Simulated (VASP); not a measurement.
Here is a VASP 6.6.1 calculation.

File POSCAR:

```
InAs
1.0
    0.1078989000      2.8773040000      2.8773040000
    2.9852029000      0.0000000000      2.9852029000
    2.8773040000      2.8773040000      0.1078989000
In As
1 1
Direct
    0.5000000000      0.5000000000      0.5000000000
    0.0000000000      0.0000000000      0.0000000000
```

Contents of INCAR.step1:

```
PREC     = Accurate       # precision mode
ENCUT    = 520            # plane-wave cutoff, eV
ISMEAR   = 0              # smearing method
SIGMA    = 0.15           # smearing width, eV
LREAL    = False          # projectors in reciprocal space
LASPH    = True           # aspherical terms in the spheres
NELM     = 80             # most SCF steps
NBANDS   = 16             # bands
GGA      = PE             # functional
ALGO     = Normal         # electronic algorithm
EDIFF    = 1E-4           # SCF threshold, eV
LWAVE    = True           # write WAVECAR
LCHARG   = False          # write CHGCAR
```

INCAR.step2

```
PREC     = Accurate       # precision mode
ENCUT    = 520            # plane-wave cutoff, eV
EDIFF    = 1E-6           # SCF threshold, eV
ISMEAR   = 0              # smearing method
SIGMA    = 0.15           # smearing width, eV
LREAL    = False          # projectors in reciprocal space
LASPH    = True           # aspherical terms in the spheres
NELM     = 80             # most SCF steps
ALGO     = Normal         # electronic algorithm
ISIF     = 2              # what is computed and relaxed
LWAVE    = False          # write WAVECAR
LCHARG   = False          # write CHGCAR
METAGGA  = R2SCAN         # meta-GGA
LMIXTAU  = True         
NBANDS   = 16             # bands
ISTART   = 1
```

File KPOINTS:

```
regular mesh
0
Gamma
  14 14 14
```

Potentials or basis: VASP PAW PBE potentials, release 64 (In_d, As).

Launch:

```sh
$ cat potpaw_PBE.64/In_d/POTCAR potpaw_PBE.64/As/POTCAR > POTCAR
$ cp INCAR.step1 INCAR
$ mpirun -np 1 vasp_std > vasp.out
$ cp INCAR.step2 INCAR
$ mpirun -np 1 vasp_std > vasp.out
```

Task: Predict the band gap on the k mesh.

Result: Zero (bands 9 and 10 overlap by 2.93 eV).

Task: What does it give for the pressure?

Result: -2.2 GPa.

Stress tensor (GPa, compression positive):
```
-2.10  0.00 -1.59
 0.00 -2.44  0.00
-1.59  0.00 -2.10
```

Caveat: the cell differs from its parent crystal (strain +0.0750 x Voigt [0, 0, 0, 0, 1, 0]); the PAW data sets were made with another functional, which shifts forces and pressure a little; spin-orbit coupling is left out, which moves the levels of the heavy elements.
